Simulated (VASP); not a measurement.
# Ca (Cmcm) in VASP: single point with PBEsol

Aim: the single point of Ca with PBEsol.

Everything below comes from runs of VASP 6.6.1. Logs are shortened: lines on timing, memory, paths and dates and some standing lists are left out, and cuts for length are marked.

## (1) The cell of the first run

It takes space group Cmcm (No. 63, orthorhombic). The conventional cell has a = 4.002 Å, b = 6.893 Å, c = 6.509 Å, α = 90.00°, β = 90.00°, γ = 90.00°. Ca (site symmetry m2m) has 12 Ca at 3.97 to 4.00 Å within 5.2 Å.

## (2) Single point, PBEsol (x and y stretched by +1.5 %, z held)

Input file INCAR:

```
SYSTEM = Ca
PREC = Accurate
ENCUT = 520
EDIFF = 1E-6
ISMEAR = -1
SIGMA = 0.05
LREAL = .FALSE.
LASPH = .TRUE.
NELM = 100
ALGO = Normal
ISIF = 2
LWAVE = .FALSE.
LCHARG = .FALSE.
GGA = PS
NBANDS = 17
```

Input file KPOINTS:

```
regular mesh
0
G
  11 11 6
  0 0 0
```

Input file POSCAR:

```
Ca
1.0
    2.0008451349     -3.4464225327      0.0000000000
    2.0008451349      3.4464225327      0.0000000000
    0.0000000000      0.0000000000      6.5091117400
Ca
2
Direct
    0.8355866000      0.1644134000      0.2500000000
    0.1644134000      0.8355866000      0.7500000000
```

Potentials or basis: VASP PAW PBE potentials, release 64 (Ca_sv).

On the command line:

```
> cat potpaw_PBE.64/Ca_sv/POTCAR > POTCAR
> mpirun -np 1 vasp_std > vasp.out
```

OUTCAR:

```text
SYSTEM = Ca
   PREC = Accurate
   ENCUT = 520
   EDIFF = 1E-6
   ISMEAR = -1
   LREAL = .FALSE.
   LASPH = .TRUE.
   NELM = 100
   ISIF = 2
   GGA = PS

 ion  position               nearest neighbor table
   1  0.836  0.164  0.250-
   2  0.164  0.836  0.750-

  LATTYP: Found a base centered orthorhombic cell.
 ALAT       =     4.0016902698
 B/A-ratio  =     1.7224834009
 C/A-ratio  =     1.6265905908

  Lattice vectors:

 A1 = (   2.0008451349,  -3.4464225327,   0.0000000000)
 A2 = (   2.0008451349,   3.4464225327,   0.0000000000)
 A3 = (   0.0000000000,   0.0000000000,   6.5091117400)

Analysis of symmetry for initial positions (statically):
=====================================================================
 Subroutine PRICEL returns:
 Original cell was already a primitive cell.

 Routine SETGRP: Setting up the symmetry group for a
 base centered orthorhombic supercell.

 Subroutine GETGRP returns: Found  8 space group operations
 (whereof  4 operations were pure point group operations)
 out of a pool of  8 trial point group operations.

The static configuration has the point symmetry C_2h.
 The point group associated with its full space group is D_2h.

Analysis of symmetry for dynamics (positions and initial velocities):
=====================================================================
 Subroutine PRICEL returns:
 Original cell was already a primitive cell.

 Routine SETGRP: Setting up the symmetry group for a
 base centered orthorhombic supercell.

 Subroutine GETGRP returns: Found  8 space group operations
 (whereof  4 operations were pure point group operations)
 out of a pool of  8 trial point group operations.

The dynamic configuration has the point symmetry C_2h.
 The point group associated with its full space group is D_2h.

 Subroutine INISYM returns: Found  8 space group operations
 (whereof  4 operations are pure point group operations),
 and found     1 'primitive' translations

----------------------------------------------------------------------------------------

                                     Primitive cell

  volume of cell :      89.7705

  direct lattice vectors                    reciprocal lattice vectors
     2.000845135 -3.446422533  0.000000000     0.249894403 -0.145077974  0.000000000
     2.000845135  3.446422533  0.000000000     0.249894403  0.145077974  0.000000000
     0.000000000  0.000000000  6.509111740     0.000000000  0.000000000  0.153630793

  length of vectors
[... 74 lines left out ...]
   ISTART =      0    job   : 0-new  1-cont  2-samecut
   ICHARG =      2    charge: 1-file 2-atom 10-const
   ISPIN  =      1    spin polarized calculation?
   LNONCOLLINEAR =      F non collinear calculations
   LSORBIT =      F    spin-orbit coupling
   LASPH  =      T    aspherical Exc in radial PAW
   ENCUT  =  520.0 eV  38.22 Ry    6.18 a.u.   7.41  7.41 12.10*2*pi/ulx,y,z
   NELM   =    100;   NELMIN=  2; NELMDL= -5     # of ELM steps
   EDIFF  = 0.1E-05   stopping-criterion for ELM
   LREAL  =      F    real-space projection
   EDIFFG = 0.1E-04   stopping-criterion for IOM
   NSW    =      0    number of steps for IOM
   IBRION =     -1    ionic relax: 0-MD 1-quasi-New 2-CG
   NFREE  =      0    steps in history (QN), initial steepest desc. (CG)
   ISIF   =      2    stress and relaxation
   ISYM   =      2    0-nonsym 1-usesym 2-fastsym
   POTIM  = 0.5000    time-step for ionic-motion
   TEBEG  =    0.0;   TEEND  =   0.0 temperature during run
   PSTRESS=    0.0 pullay stress
   NELECT =      20.0000    total number of electrons
   NUPDOWN=      -1.0000    fix difference up-down
   EMIN   =  10.00;   EMAX   =-10.00  energy-range for DOS
   EFERMI =   0.00;   METHOD = LEGACY
   ISMEAR =    -1;   SIGMA  =   0.05  broadening in eV -4-tet -1-fermi 0-gaus
   EFERMI_NEDOS =   21; number of points for ismear=-14 and -15
   IALGO  =     38    algorithm
   IMIX   =      4    mixing-type and parameters
     AMIX     =   0.40;   BMIX     =  1.00
     AMIX_MAG =   1.60;   BMIX_MAG =  1.00
  volume/ion in A,a.u.               =      44.89       302.90
  Fermi-wavevector in a.u.,A,eV,Ry     =   0.992446  1.875451 13.401048  0.984949
  Thomas-Fermi vector in A             =   2.124258
   LORBIT       =      0    0 simple, 1 ext, 2 COOP (PROOUT), +10 PAW based schemes
   GGA     = PS    functional components
   LHFCALC =     F    Hartree Fock is set to
   AEXX    =    0.0000 exact exchange contribution
   IVDW    =     0    specifies the selected vdW correction
   LEPSILON=     F    determine dielectric tensor
   LRPA    =     F    only Hartree local field effects (RPA)
 non-spin polarized calculation
  energy-cutoff  :      520.00
  volume of cell :       89.77
 maximum number of plane-waves:      2440
 NGX is ok and might be reduce to    30
   NGX = 15   NGY = 15   NGZ = 25

 number of electron      20.0000004 magnetization

 Free energy of the ion-electron system (eV)
  ---------------------------------------------------
  ext. energy  EPLUGINS =         0.00000000
  ---------------------------------------------------
  free energy    TOTEN  =        -4.23320319 eV

  energy without entropy =       -4.21510948  energy(sigma->0) =       -4.22415633

 E-fermi :   1.7095     XC(G=0):  -7.6168

 val. band max:        1.6875027573   @ k =   0.3636   0.3636   0.5000
 cond. band min:       1.7185657213   @ k =   0.1818   0.1818   0.0000
 fundamental gap:      0.0310629640
 Fermi energy:         1.7094909335

 k-point     1 :       0.0000    0.0000    0.0000
  band No.  band energies     occupation
      1     -40.3243      2.00000
      2     -40.3139      2.00000
      3     -21.4295      2.00000
      4     -21.3419      2.00000
      5     -21.3402      2.00000
      6     -21.3253      2.00000
[... 457 lines left out ...]
      4     -21.3667      2.00000
      5     -21.3508      2.00000
      6     -21.3483      2.00000
[... 9 lines left out ...]
     16       4.2679      0.00000
     17       4.2977      0.00000

 [... further k-points ...]
[... 5 lines left out ...]
  --------------------------------------------------------------------------------------
  -------------------------------------------------------------------------------------
  Total       -0.9354001     -0.8154428     -0.7102654      0.0000000     -0.0000000      0.0000000
  in kB      -16.6945324    -14.5535983    -12.6764463      0.0000000     -0.0000000      0.0000000
  external PRESSURE =     -14.6415257 kB  Pullay stress =       0.0000000 kB

 VOLUME and BASIS-vectors are now :
 -----------------------------------------------------------------------------
  energy-cutoff  :      520.00
  volume of cell :       89.77
      direct lattice vectors                 reciprocal lattice vectors
     2.000845135 -3.446422533  0.000000000     0.249894403 -0.145077974  0.000000000
     2.000845135  3.446422533  0.000000000     0.249894403  0.145077974  0.000000000
     0.000000000  0.000000000  6.509111740     0.000000000  0.000000000  0.153630793

 POSITION                                       TOTAL-FORCE (eV/Angst)
 -----------------------------------------------------------------------------------
      2.00085     -2.31315      1.62728         0.000000      0.016406     -0.000000
      2.00085      2.31315      4.88183         0.000000     -0.016406      0.000000
 -----------------------------------------------------------------------------------
    total drift:                                0.000000     -0.000000      0.000000

  FREE ENERGIE OF THE ION-ELECTRON SYSTEM (eV)
  ---------------------------------------------------
  free  energy   TOTEN  =        -4.2332031900 eV

  energy  without entropy=       -4.2151094782  energy(sigma->0) =       -4.22415633
```

OSZICAR:

```text
N       E                     dE             d eps       ncg     rms          rms(c)
DAV:   1     0.170532652869E+03    0.17053E+03   -0.99546E+03  4904   0.105E+03
DAV:   2     0.504711162910E+01   -0.16549E+03   -0.16352E+03  5514   0.314E+02
DAV:   3    -0.391028445583E+01   -0.89574E+01   -0.88939E+01  9484   0.530E+01
DAV:   4    -0.422708855230E+01   -0.31680E+00   -0.31630E+00  6351   0.103E+01
DAV:   5    -0.424300307163E+01   -0.15915E-01   -0.15908E-01  8278   0.149E+00    0.325E+00
DAV:   6    -0.423638832912E+01    0.66147E-02   -0.16914E-02  6489   0.132E+00    0.195E+00
DAV:   7    -0.423343630732E+01    0.29520E-02   -0.28263E-02  6026   0.187E+00    0.104E-01
DAV:   8    -0.423317296111E+01    0.26335E-03   -0.22401E-03  8498   0.323E-01    0.382E-02
DAV:   9    -0.423320408594E+01   -0.31125E-04   -0.15704E-04  7038   0.817E-02    0.164E-02
DAV:  10    -0.423320435469E+01   -0.26875E-06   -0.14867E-05  6605   0.316E-02    0.537E-03
DAV:  11    -0.423320290056E+01    0.14541E-05   -0.70517E-07  5264   0.917E-03    0.252E-03
DAV:  12    -0.423320319001E+01   -0.28945E-06   -0.80876E-08  4655   0.248E-03
   1 F= -.42332032E+01 E0= -.42241563E+01  d E =-.180937E-01
```

stdout:

```text
POSCAR found type information on POSCAR Ca
 POSCAR found :  1 types and       2 ions
 scaLAPACK will be used
 -----------------------------------------------------------------------------
|                                                                             |
|                                                                             |
|     You enforced a specific xc type in the INCAR file but a different       |
|     I HOPE YOU KNOW WHAT YOU ARE DOING!                                     |
|                                                                             |
 -----------------------------------------------------------------------------

 LDA part: xc-table for (Slater+PW92), standard interpolation
 POSCAR, INCAR and KPOINTS ok, starting setup
 FFT: planning ... GRIDC
 FFT: planning ... GRID_SOFT
 FFT: planning ... GRID
 WAVECAR not read
 entering main loop
```

It took 1.9 min on 1 thread of Intel Xeon 6975P-C (Granite Rapids), shared host; peak memory 0.33 GiB.

What came out:

* Free energy: -4.2332 eV
* Pressure: -1.5 GPa
* Largest force: 0.016 eV/Å
* Band gap on the k mesh: zero (band 10 reaches 1.90 eV, above the bottom of band 11 at 1.46 eV)

Forces in eV/Å, atoms in the order of the input:
```
Ca   0.000  0.016  0.000
Ca   0.000 -0.016  0.000
```

Caveat: the cell differs from its parent crystal (x and y stretched by +1.5 %, z held); the PAW data sets were made with another functional, which shifts forces and pressure a little.
